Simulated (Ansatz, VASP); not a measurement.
Two plane-wave programs on HfN

File INCAR:

```
ALGO = Normal ; EDIFF = 1E-6
ENCUT = 520 ; GGA = PE
ISIF = 2 ; ISMEAR = 0
LASPH = True ; LCHARG = True
LELF = True ; LREAL = False
LVHAR = True ; LWAVE = False
NBANDS = 14 ; NELM = 60
PREC = Accurate ; SIGMA = 0.15
```

Contents of KPOINTS:

```
k-points
0
Gamma
  16 16 16
```

POSCAR

```
HfN
1.0
    0.0000000000      2.1676269257      2.2738140414
    2.2738140414      0.0000000000      2.2738140414
    2.2738140414      2.1676269257      0.0000000000
Hf N
1 1
Direct
    0.0010043247     -0.0010043247      0.0010043247
    0.4872021197      0.5127978803      0.4872021197
```

Input for Ansatz:

```yaml
crystal:
  lattice:
    - [0.0, 2.1676269257, 2.2738140414]
    - [2.2738140414, 0.0, 2.2738140414]
    - [2.2738140414, 2.1676269257, 0.0]
  atoms:
    - { symbol: Hf, position: [0.0010043247, -0.0010043247, 0.0010043247] }
    - { symbol: "N", position: [0.4872021197, 0.5127978803, 0.4872021197] }
basis:
  ecutwfc: 520.0
kpoints:
  mp_grid: { grid: [16, 16, 16] }
hamiltonian:
  xc: pbe
  pseudopotentials: { kind: paw, azcp: { folder: soft_1 } }
scf:
  occupations: { method: gaussian, width: 0.15 }
output:
  forces: true
  stress: true
  eigenvalues: true
  write_density: true
  write_potential: true
  elf: true
  volumetric_format: npy
```

Change from the starting cell: mode 5 frozen in at -0.058 Å, normal strain along y -0.0467.

Alike in both runs: task single point; functional PBE; k mesh 16 × 16 × 16; occupations gaussian, width 0.15 eV; no spin polarisation.

```csv
,VASP,Ansatz
version,VASP 6.6.1,Ansatz 0.2.0
potentials or method,"VASP PAW PBE potentials, release 64 (Hf_pv, N), cutoff 520 eV","scalar-relativistic, plane waves, PAW"
valence electrons in the cell,15,31
```

Ansatz gave:

- gap on the k mesh at the Fermi level (eV): none
- pressure (GPa): 16.3
- traceless stress, the component that is largest in VASP (GPa): 20.98
- rms of the force components (eV/Å): 0.636

Question: Which values does VASP return?

Answer: gap on the k mesh at the Fermi level (eV): none; pressure (GPa): 13.9; traceless stress, the component that is largest in VASP (GPa): 20.89; rms of the force components (eV/Å): 0.637.

Atom by atom the forces differ by 0.001 eV/Å (rms over components). A gap of «none» marks a metal or a gap that the smearing closes. With one functional, cell and mesh, what is left measures potentials, basis and numerics. VASP's potentials hold 15 valence electrons a cell and Ansatz's 31, so a difference there can come from the potentials and not from the codes.

Spin-orbit coupling is off throughout.
